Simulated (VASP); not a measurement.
Crystal: BaS.

```
Ba S
1.0
     0.00000    3.12855    3.12855
     3.12855    0.00000    3.12855
     3.12855    3.12855    0.00000
Ba S
1 1
Cartesian
  0.0000 0.0000 0.0000
  3.1286 3.1286 3.1286
```

Base run:

```yaml
Program: VASP 6.6.1
Functional: r2SCAN
Potentials_or_basis: VASP PAW PBE potentials, release 64 (Ba_sv, S)
Cutoff: 520 eV
k_mesh: 7 × 7 × 7
Occupations: fermi-dirac, width 0.05 eV
Spin: no spin polarisation
```

Its results: band gap on the k mesh 2.41 eV, indirect (least direct gap 2.52 eV); pressure 5.0 GPa.

Problem. The run is repeated on the same cell with these changes: functional from r2SCAN to PBE. What comes out?

Solution. Band gap on the k mesh 2.05 eV, indirect (least direct gap 2.17 eV); pressure 4.8 GPa.

r2SCAN gives the wider gap, since meta-GGAs in the generalised Kohn-Sham scheme recover part of the derivative discontinuity.

Caveats: spin-orbit coupling is left out, which moves the levels of the heavy elements; the PAW data sets were made with another functional, which shifts forces and pressure a little (some runs).

A k mesh can miss the band edges.
